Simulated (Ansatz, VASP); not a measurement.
# MgO in VASP and in Ansatz

```
CELL_PARAMETERS angstrom
0.00000 2.09193 2.09193
2.09193 0.00000 2.09193
2.09193 2.09193 0.00000
ATOMIC_POSITIONS crystal
Mg 0.00000 0.00000 0.00000
O 0.50000 0.50000 0.50000
```

Change from the starting cell: volume scaled by 0.9405.

Alike in both runs: task single point; functional PBE; k mesh 11 × 11 × 11; occupations fermi-dirac, width 0.01 eV; no spin polarisation.

|  | VASP | Ansatz |
| --- | --- | --- |
| version | VASP 6.6.1 | Ansatz 0.2.0 |
| potentials or method | VASP PAW PBE potentials, release 64 (Mg, O), cutoff 520 eV | all-electron LAPW, scalar-relativistic |

VASP gave:

```
gap on the k mesh at the Fermi level (eV) : 4.93
pressure (GPa)                            : 7.5
```

Problem. Which values does Ansatz return?

Solution. gap on the k mesh at the Fermi level (eV): 4.94; pressure (GPa): 8.3.

Ansatz ran all-electron here, and VASP with PAW potentials.
